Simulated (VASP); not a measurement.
# SnO2 (P4_2/mnm) in VASP: further runs, part 2 of 2

VASP 6.6.1. The steps go on from the part before.

## 5. Relaxation of cell and atoms, PBE

This run uses another cell than the first one, of 12.54 Å³/atom.

The input, INCAR:

```
SYSTEM = SnO2
ALGO = Normal
EDIFF = 1E-7
EDIFFG = -0.002
ENCUT = 600
GGA = PE
GGA_COMPAT = .False.
IBRION = 2
ISIF = 3
ISMEAR = 0
LASPH = .True.
LCHARG = .False.
LREAL = .False.
LWAVE = .False.
NELM = 120
NELMIN = 4
NSW = 100
PREC = Accurate
SIGMA = 0.02
```

The input, KPOINTS:

```
k-points
0
Gamma
  6 6 8
  0 0 0
```

The input, POSCAR:

```
SnO2
1.0
    4.8214241354      0.0000000000      0.0000000000
    0.0000000000      4.8214241354      0.0000000000
    0.0000000000      0.0000000000      3.2378035531
Sn O
2 4
Direct
    0.0000000000      0.0000000000      0.0000000000
    0.5000000000      0.5000000000      0.5000000000
    0.3061673362      0.3061673362      0.0000000000
    0.1938326638      0.8061673362      0.5000000000
    0.6938326638      0.6938326638      0.0000000000
    0.8061673362      0.1938326638      0.5000000000
```

Potentials or basis: VASP PAW PBE potentials, release 64 (Sn_d, O).

On the command line:

```
> cat potpaw_PBE.64/Sn_d/POTCAR potpaw_PBE.64/O/POTCAR > POTCAR
> mpirun -np 1 vasp_std > vasp.out
```

OUTCAR:

```text
SYSTEM = SnO2
   EDIFF = 1E-7
   EDIFFG = -0.002
   ENCUT = 600
   GGA = PE
   IBRION = 2
   ISIF = 3
   ISMEAR = 0
   LASPH = .True.
   LREAL = .False.
   NELM = 120
   NELMIN = 4
   NSW = 100
   PREC = Accurate

 ion  position               nearest neighbor table
   1  0.000  0.000  0.000-   3 2.09   5 2.09   4 2.09   6 2.09   4 2.09   6 2.09
   2  0.500  0.500  0.500-   4 2.09   6 2.09   5 2.09   3 2.09   3 2.09   5 2.09
   3  0.306  0.306  0.000-   1 2.09   2 2.09   2 2.09
   4  0.194  0.806  0.500-   2 2.09   1 2.09   1 2.09
   5  0.694  0.694  0.000-   1 2.09   2 2.09   2 2.09
   6  0.806  0.194  0.500-   2 2.09   1 2.09   1 2.09

  LATTYP: Found a simple tetragonal cell.
 ALAT       =     4.8214241354
 C/A-ratio  =     0.6715450585

  Lattice vectors:

 A1 = (   4.8214241354,   0.0000000000,   0.0000000000)
 A2 = (   0.0000000000,   4.8214241354,   0.0000000000)
 A3 = (   0.0000000000,   0.0000000000,   3.2378035531)

Analysis of symmetry for initial positions (statically):
=====================================================================
 Subroutine PRICEL returns:
 Original cell was already a primitive cell.

 Routine SETGRP: Setting up the symmetry group for a
 simple tetragonal supercell.

 Subroutine GETGRP returns: Found 16 space group operations
 (whereof  8 operations were pure point group operations)
 out of a pool of 16 trial point group operations.

The static configuration has the point symmetry D_2h.
 The point group associated with its full space group is D_4h.

Analysis of symmetry for dynamics (positions and initial velocities):
=====================================================================
 Subroutine PRICEL returns:
 Original cell was already a primitive cell.

 Routine SETGRP: Setting up the symmetry group for a
 simple tetragonal supercell.

 Subroutine GETGRP returns: Found 16 space group operations
 (whereof  8 operations were pure point group operations)
 out of a pool of 16 trial point group operations.

The dynamic configuration has the point symmetry D_2h.
 The point group associated with its full space group is D_4h.

 Subroutine INISYM returns: Found 16 space group operations
 (whereof  8 operations are pure point group operations),
 and found     1 'primitive' translations

----------------------------------------------------------------------------------------

                                     Primitive cell

  volume of cell :      75.2664

  direct lattice vectors                    reciprocal lattice vectors
     4.821424135  0.000000000  0.000000000     0.207407598  0.000000000  0.000000000
     0.000000000  4.821424135  0.000000000     0.000000000  0.207407598  0.000000000
     0.000000000  0.000000000  3.237803553     0.000000000  0.000000000  0.308851350

  length of vectors
     4.821424135  4.821424135  3.237803553     0.207407598  0.207407598  0.308851350

  position of ions in fractional coordinates (direct lattice)
     0.000000000  0.000000000  0.000000000
     0.500000000  0.500000000  0.500000000
     0.306167336  0.306167336  0.000000000
     0.193832664  0.806167336  0.500000000
     0.693832664  0.693832664  0.000000000
     0.806167336  0.193832664  0.500000000

[... 60 lines left out ...]
  0.500000  0.000000  0.250000      4.000000
 [... further k-points ...]
   k-points           NKPTS =     50   k-points in BZ     NKDIM =     50   number of bands    NBANDS=     31
   number of dos      NEDOS =    301   number of ions     NIONS =      6
   total plane-waves  NPLWV =  44800
   dimension x,y,z NGX =    40 NGY =   40 NGZ =   28
   dimension x,y,z NGXF=    80 NGYF=   80 NGZF=   56
   ions per type =               2   4
   NGX,Y,Z   is equivalent  to a cutoff of  13.79, 13.79, 14.38 a.u.
   NGXF,Y,Z  is equivalent  to a cutoff of  27.58, 27.58, 28.75 a.u.
 SYSTEM =  SnO2
   PREC   = accura    normal or accurate (medium, high low for compatibility)
   ISTART =      0    job   : 0-new  1-cont  2-samecut
   ICHARG =      2    charge: 1-file 2-atom 10-const
   ISPIN  =      1    spin polarized calculation?
   LNONCOLLINEAR =      F non collinear calculations
   LSORBIT =      F    spin-orbit coupling
   LASPH  =      T    aspherical Exc in radial PAW
   ENCUT  =  600.0 eV  44.10 Ry    6.64 a.u.   9.63  9.63  6.47*2*pi/ulx,y,z
   NELM   =    120;   NELMIN=  4; NELMDL= -5     # of ELM steps
   EDIFF  = 0.1E-06   stopping-criterion for ELM
   LREAL  =      F    real-space projection
   EDIFFG = -.2E-02   stopping-criterion for IOM
   NSW    =    100    number of steps for IOM
   IBRION =      2    ionic relax: 0-MD 1-quasi-New 2-CG
   NFREE  =      1    steps in history (QN), initial steepest desc. (CG)
   ISIF   =      3    stress and relaxation
   ISYM   =      2    0-nonsym 1-usesym 2-fastsym
   POTIM  = 0.5000    time-step for ionic-motion
   TEBEG  =    0.0;   TEEND  =   0.0 temperature during run
   PSTRESS=    0.0 pullay stress
   NELECT =      52.0000    total number of electrons
   NUPDOWN=      -1.0000    fix difference up-down
   EMIN   =  10.00;   EMAX   =-10.00  energy-range for DOS
   EFERMI =   0.00;   METHOD = LEGACY
   ISMEAR =     0;   SIGMA  =   0.02  broadening in eV -4-tet -1-fermi 0-gaus
   EFERMI_NEDOS =   21; number of points for ismear=-14 and -15
   IALGO  =     38    algorithm
   IMIX   =      4    mixing-type and parameters
     AMIX     =   0.40;   BMIX     =  1.00
     AMIX_MAG =   1.60;   BMIX_MAG =  1.00
  volume/ion in A,a.u.               =      12.54        84.65
  Fermi-wavevector in a.u.,A,eV,Ry     =   1.447246  2.734898 28.497670  2.094520
  Thomas-Fermi vector in A             =   2.565222
   LORBIT       =      0    0 simple, 1 ext, 2 COOP (PROOUT), +10 PAW based schemes
   GGA     = PE    functional components
   LHFCALC =     F    Hartree Fock is set to
   AEXX    =    0.0000 exact exchange contribution
   IVDW    =     0    specifies the selected vdW correction
   LEPSILON=     F    determine dielectric tensor
   LRPA    =     F    only Hartree local field effects (RPA)
 conjugate gradient relaxation of ions
 non-spin polarized calculation
 Gauss-broadening in eV      SIGMA  =   0.02
  energy-cutoff  :      600.00
  volume of cell :       75.27
 maximum number of plane-waves:      2541
 NGX is ok and might be reduce to    40
   NGX = 19   NGY = 19   NGZ = 13

--------------------------------------- Ionic step        1  -------------------------------------------

 number of electron      52.0000002 magnetization

 Free energy of the ion-electron system (eV)
  ---------------------------------------------------
  ext. energy  EPLUGINS =         0.00000000
  ---------------------------------------------------
  free energy    TOTEN  =       -37.31906683 eV

  energy without entropy =      -37.31906683  energy(sigma->0) =      -37.31906683

------------------------ aborting loop because EDIFF is reached ----------------------------------------

  FORCE on cell =-STRESS in cart. coord.  units (eV):
  Direction    XX          YY          ZZ          XY          YZ          ZX
  --------------------------------------------------------------------------------------
  -------------------------------------------------------------------------------------
  Total        0.3506553      0.3506553      0.4019640      0.0000000      0.0000000      0.0000000
  in kB        7.4643121      7.4643121      8.5565076      0.0000000      0.0000000      0.0000000
  external PRESSURE =       7.8283773 kB  Pullay stress =       0.0000000 kB
[... 107 lines left out ...]
--------------------------------------- Ionic step        4  -------------------------------------------

 number of electron      52.0000001 magnetization

 Free energy of the ion-electron system (eV)
  ---------------------------------------------------
  ext. energy  EPLUGINS =         0.00000000
  ---------------------------------------------------
  free energy    TOTEN  =       -37.32008954 eV

  energy without entropy =      -37.32008954  energy(sigma->0) =      -37.32008954

 E-fermi :   5.6042     XC(G=0): -10.9655

 val. band max:        5.5067018984   @ k =   0.0000   0.0000   0.0000
 cond. band min:       6.1488924382   @ k =   0.0000   0.0000   0.0000
 fundamental gap:      0.6421905398
 Fermi energy:         5.6042333581

 k-point     1 :       0.0000    0.0000    0.0000
  band No.  band energies     occupation
      1     -15.5257      2.00000
      2     -14.8644      2.00000
      3     -14.6765      2.00000
      4     -14.6488      2.00000
      5     -14.6488      2.00000
      6     -14.5849      2.00000
[... 805 lines left out ...]
     30      13.8852      0.00000
     31      14.5298      0.00000

 [... further k-points ...]

------------------------ aborting loop because EDIFF is reached ----------------------------------------

  FORCE on cell =-STRESS in cart. coord.  units (eV):
  Direction    XX          YY          ZZ          XY          YZ          ZX
  --------------------------------------------------------------------------------------
  -------------------------------------------------------------------------------------
  Total        0.0067756      0.0067756     -0.0042982      0.0000000      0.0000000      0.0000000
  in kB        0.1435566      0.1435566     -0.0910677      0.0000000      0.0000000      0.0000000
  external PRESSURE =       0.0653485 kB  Pullay stress =       0.0000000 kB
[... 21 lines left out ...]
  FREE ENERGIE OF THE ION-ELECTRON SYSTEM (eV)
  ---------------------------------------------------
  free  energy   TOTEN  =       -37.3200895447 eV

  energy  without entropy=      -37.3200895447  energy(sigma->0) =      -37.32008954

 reached required accuracy - stopping structural energy minimisation
```

Wall time 4.6 min (1 thread of AMD EPYC 7R13 (Zen 3), shared host); peak memory 0.25 GiB.

Results:

| Property | Result |
| --- | --- |
| Free energy | -37.3201 eV |
| Relaxed volume | 12.60 Å³/atom |
| Relaxed cell | a = 4.829 Å, b = 4.829 Å, c = 3.242 Å, α = 90.00°, β = 90.00°, γ = 90.00° |
| Space group after relaxing (to 0.1 Å) | P4_2/mnm (No. 136) |
| Energy gained by relaxing | 0.2 meV/atom |
| Ionic steps | 4 |
| Pressure after relaxing | 0.0 GPa |
| Band gap on the k mesh | 0.64 eV |

Step by step:
| step | energy change (eV) | largest force (eV/Å) | pressure (GPa) | volume (Å³) |
| --- | --- | --- | --- | --- |
| 1 | 0.0000 | 0.0346 | 0.78 | 75.27 |
| 2 | -0.0001 | 0.0313 | -0.78 | 75.94 |
| 3 | -0.0009 | 0.0327 | -0.04 | 75.61 |
| 4 | -0.0010 | 0.0013 | 0.01 | 75.62 |

Final structure:
```yaml
crystal:
  lattice:
    - [4.82945, 0.00000, 0.00000]
    - [0.00000, 4.82945, 0.00000]
    - [0.00000, 0.00000, 3.24221]
  atoms:
    - { symbol: Sn, position: [0.00000, 0.00000, 0.00000] }
    - { symbol: Sn, position: [0.50000, 0.50000, 0.50000] }
    - { symbol: O, position: [0.30652, 0.30652, 0.00000] }
    - { symbol: O, position: [0.19348, 0.80652, 0.50000] }
    - { symbol: O, position: [0.69348, 0.69348, 0.00000] }
    - { symbol: O, position: [0.80652, 0.19348, 0.50000] }
```

Levels at points of the mesh, in eV from the valence-band top:
| k point | band 22 | band 23 | band 24 | band 25 | band 26 | band 27 | band 28 | band 29 | band 30 | band 31 |
| --- | --- | --- | --- | --- | --- | --- | --- | --- | --- | --- |
| (0.00, 0.00, 0.00) | -1.26 | -1.26 | -0.74 | -0.74 | 0.00 | 0.64 | 5.66 | 6.04 | 6.04 | 10.09 |
| (0.50, 0.00, 0.00) | -1.89 | -1.21 | -1.21 | -0.60 | -0.60 | 3.86 | 3.86 | 6.79 | 6.79 | 10.38 |
| (0.50, 0.50, 0.00) | -1.87 | -1.33 | -1.33 | -0.85 | -0.85 | 4.25 | 4.25 | 7.13 | 7.13 | 10.47 |
| (0.00, 0.00, 0.50) | -2.58 | -1.52 | -1.52 | -1.18 | -1.18 | 5.56 | 5.56 | 9.35 | 9.35 | 10.28 |
| (0.50, 0.00, 0.50) | -1.66 | -1.01 | -1.01 | -0.75 | -0.75 | 5.82 | 5.82 | 7.59 | 7.59 | 10.55 |
| (0.50, 0.50, 0.50) | -2.43 | -0.91 | -0.91 | -0.78 | -0.78 | 4.32 | 4.32 | 8.60 | 8.60 | 10.54 |

Caveat: spin-orbit coupling is left out, which moves the levels of the heavy elements. Zero-point motion and thermal expansion aren't in these numbers.

## 6. Summary

| task | cell | k mesh | smearing | gap on the mesh (eV) | pressure (GPa) | largest force (eV/Å) |
| --- | --- | --- | --- | --- | --- | --- |
| single point | a = 4.737, b = 4.737, c = 3.186 Å, 6 atoms | 4 × 4 × 6 | gaussian 0.1 eV | 1.24 | 11.3 | 0.05 |
| single point | a = 4.821, b = 4.821, c = 3.238 Å, 6 atoms | 4 × 4 × 6 | gaussian 0.1 eV | 0.68 | 0.8 | 0.04 |
| single point | a = 4.828, b = 4.828, c = 3.238 Å, 6 atoms | 6 × 6 × 8 | gaussian 0.02 eV | 0.67 | 0.4 | 0.02 |
| relaxation of cell and atoms | relaxed from a = 4.821, b = 4.821, c = 3.238 Å, 6 atoms | 6 × 6 × 8 | gaussian 0.02 eV | 0.64 | 0.0 | - |

Alike in all rows: level PBE; potentials or basis VASP PAW PBE potentials, release 64 (Sn_d, O); no spin polarisation; cutoff (eV) 600.

Caveats: spin-orbit coupling is left out, which moves the levels of the heavy elements; the cell stands under pressure (at least some runs).

Total energies depend on the potentials used, so only differences within one code and one set of settings carry meaning.
